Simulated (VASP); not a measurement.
Wanted: the native input for a VASP 6.6.1 run.

* Task: relaxation of cell and atoms
* Functional: PBEsol
* Potentials or basis: VASP PAW PBE potentials, release 64 (Ti_sv, Ni)
* Cutoff: 600 eV
* k mesh: 8 × 8 × 8
* Occupations: fermi-dirac, width 0.15 eV
* Spin: collinear spin, ferromagnetic start
* Starting moments: [0.0, 1.0] μB
* Dipole correction: no
* Further INCAR settings: ALGO = Normal; EDIFF = 1e-07; IBRION = 2; EDIFFG = -0.01; NSW = 80; ISIF = 3

The structure of TiNi lies in POSCAR:

```
TiNi
1.0
    2.9880660000      0.0000000000      0.0000000000
    0.0000000000      2.9880660000      0.0000000000
    0.0000000000      0.0000000000      2.9880660000
Ti Ni
1 1
Direct
    0.5000000000      0.5000000000      0.5000000000
    0.0000000000      0.0000000000      0.0000000000
```

One way to write it, as run:

INCAR

```
SYSTEM = TiNi
  PREC = Accurate
  ENCUT = 600
  EDIFF = 1E-7
  ISMEAR = -1
  SIGMA = 0.15
  LREAL = .FALSE.
  LASPH = .TRUE.
  NELM = 150
  ALGO = Normal
  ISIF = 3
  LWAVE = .FALSE.
  LCHARG = .FALSE.
  ISPIN = 2
  MAGMOM = 0 1
  LORBIT = 11
  LMAXMIX = 4
  GGA = PS
  IBRION = 2
  NSW = 80
  EDIFFG = -0.01
```

KPOINTS

```
regular mesh
0
G
  8 8 8
  0 0 0
```

Potentials or basis: VASP PAW PBE potentials, release 64 (Ti_sv, Ni).

Command:

```sh
$ cat potpaw_PBE.64/Ti_sv/POTCAR potpaw_PBE.64/Ni/POTCAR > POTCAR
$ mpirun -np 1 vasp_std > vasp.out
```

It gave:

```json
{"Relaxed volume": "13.13 Å³/atom", "Relaxed cell": "a = 2.973 Å, b = 2.973 Å, c = 2.973 Å, α = 90.00°, β = 90.00°, γ = 90.00°", "Space group after relaxing (to 0.1 Å)": "Pm-3m (No. 221)", "Energy gained by relaxing": "1.7 meV/atom", "Ionic steps": "3", "Pressure after relaxing": "0.0 GPa", "Band gap on the k mesh": "zero (filled and empty bands overlap)", "Net moment": "0.00 μB per cell", "Valence electrons inside the program's atomic spheres": "Ti 10.29; Ni 9.41"}
```

Caveat: the PAW data sets were made with another functional, which shifts forces and pressure a little.

Wall time 68 s on 1 thread of Intel(R) Xeon(R) Platinum 8488C (Sapphire Rapids), with other jobs on the host, peak memory 0.17 GiB.
